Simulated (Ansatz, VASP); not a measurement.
## Al2MoN3 in VASP and in Ansatz

Contents of INCAR:

```
SYSTEM = Al2MoN3
  PREC = Accurate
  ENCUT = 600
  EDIFF = 1E-6
  ISMEAR = 0
  SIGMA = 0.1
  LREAL = .FALSE.
  LASPH = .TRUE.
  NELM = 150
  ALGO = Normal
  ISIF = 3
  LWAVE = .FALSE.
  LCHARG = .FALSE.
  ISPIN = 2
  MAGMOM = 0 0 1 0 0 0
  LORBIT = 11
  LMAXMIX = 4
  GGA = PE
  IBRION = 2
  NSW = 90
  EDIFFG = -0.04
```

File KPOINTS:

```
regular mesh
0
G
  6 6 6
  0 0 0
```

POSCAR

```
Al2MoN3
1.0
    5.4132272900      0.0000000000      0.0000000000
   -2.7066136400      4.6879923500      0.0000000000
    0.0000000000      0.0000000000      3.1242366400
Al Mo N
2 1 3
Direct
    0.3333333300      0.6666666700      0.5000000000
    0.6666666700      0.3333333300      0.5000000000
    0.0000000000      0.0000000000      0.5000000000
    0.5000000000      0.5000000000      0.0000000000
    0.5000000000      0.0000000000      0.0000000000
    0.0000000000      0.5000000000      0.0000000000
```

Input for Ansatz:

```yaml
crystal:
  lattice:
    - [5.41322729, 0.0, 0.0]
    - [-2.70661364, 4.68799235, 0.0]
    - [0.0, 0.0, 3.12423664]
  atoms:
    - { symbol: Al, position: [0.33333333, 0.66666667, 0.5] }
    - { symbol: Al, position: [0.66666667, 0.33333333, 0.5] }
    - { symbol: Mo, position: [0.0, 0.0, 0.5], spin: 1.0 }
    - { symbol: "N", position: [0.5, 0.5, 0.0] }
    - { symbol: "N", position: [0.5, 0.0, 0.0] }
    - { symbol: "N", position: [0.0, 0.5, 0.0] }
basis:
  ecutwfc: 420
kpoints:
  mp_grid: { grid: [6, 6, 6] }
hamiltonian:
  xc: pbe
scf:
  occupations: { method: gaussian, width: 0.1 }
  lower_state_search: "off"
output:
  forces: true
  stress: true
  eigenvalues: true
  populations: true
magnetization:
  spin_polarized: true
relax:
  adjacent_minimum: "off"
  f_tol: 0.04
  max_steps: 70
  cell: { stress_tol: 0.4 }
```

Change from the starting cell: species swapped into the LuB2Rh3 type (P6/mmm, No. 191).

Alike in both runs: task relaxation of cell and atoms; functional PBE; k mesh 6 × 6 × 6; occupations gaussian, width 0.1 eV; collinear spin.

|  | VASP | Ansatz |
| --- | --- | --- |
| version | VASP 6.6.1 | Ansatz 0.2.0 |
| potentials or method | VASP PAW PBE potentials, release 64 (Al, Mo_sv, N), cutoff 600 eV | scalar-relativistic, plane waves, PAW |
| valence electrons in the cell | 35 | 35 |

VASP gave:

```
gap on the k mesh at the Fermi level, each at its own relaxed structure (eV)  : none
net moment per atom (μB)                                                      : 0.00
size of the moment on the site where the two differ most (μB)                 : 0.00
relaxed volume (Å³/atom)                                                      : 10.17
relaxed length of the cell vector where the two differ most in proportion (Å) : 5.173
```

Problem. What did Ansatz give for the same quantities?

Solution. gap on the k mesh at the Fermi level, each at its own relaxed structure (eV): none; net moment per atom (μB): 0.16; size of the moment on the site where the two differ most (μB): 0.92; relaxed volume (Å³/atom): 10.24; relaxed length of the cell vector where the two differ most in proportion (Å): 5.188.

The net moments are unlike, so the other rows may belong to different states. Site moments also hang on the region over which each program counts them. A gap of «none» marks a metal or a gap that the smearing closes.

Noted on VASP's run: the volume moved by over 15 % at a fixed basis, so the end points are rough.
